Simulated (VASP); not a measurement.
A run of VASP 6.6.1:

File INCAR:

```
PREC = Accurate ; ENCUT = 520
EDIFF = 1E-6 ; ISMEAR = -1
SIGMA = 0.05 ; LREAL = F
LASPH = T ; NELM = 150
ALGO = Normal ; ISIF = 2
LWAVE = F ; LCHARG = F
ISPIN = 2 ; MAGMOM = 1
LORBIT = 11 ; NUPDOWN = 1.0
LMAXMIX = 4 ; GGA = PE
NBANDS = 15
```

The input KPOINTS:

```
regular mesh
0
Gamma
  15 15 15
```

POSCAR

```
Hf
1.0
    0.0000000000      2.2200000000      2.2200000000
    2.2200000000      0.0000000000      2.2200000000
    2.2200000000      2.2200000000      0.0000000000
Hf
1
Direct
    0.0000000000      0.0000000000      0.0000000000
```

Potentials or basis: VASP PAW PBE potentials, release 64 (Hf_pv).

Run with:

```sh
$ cat potpaw_PBE.64/Hf_pv/POTCAR > POTCAR
$ mpirun -np 1 vasp_std > vasp.out
```

Hardware: 1 thread of Intel(R) Xeon(R) Platinum 8488C (Sapphire Rapids), with other jobs on the host.

Problem. How long does it take, and how much memory?

Solution. Run time: 34 s on 1 thread of Intel(R) Xeon(R) Platinum 8488C (Sapphire Rapids) (shared host), peak memory 0.18 GiB. Counts: scf iterations 12, k points 120.
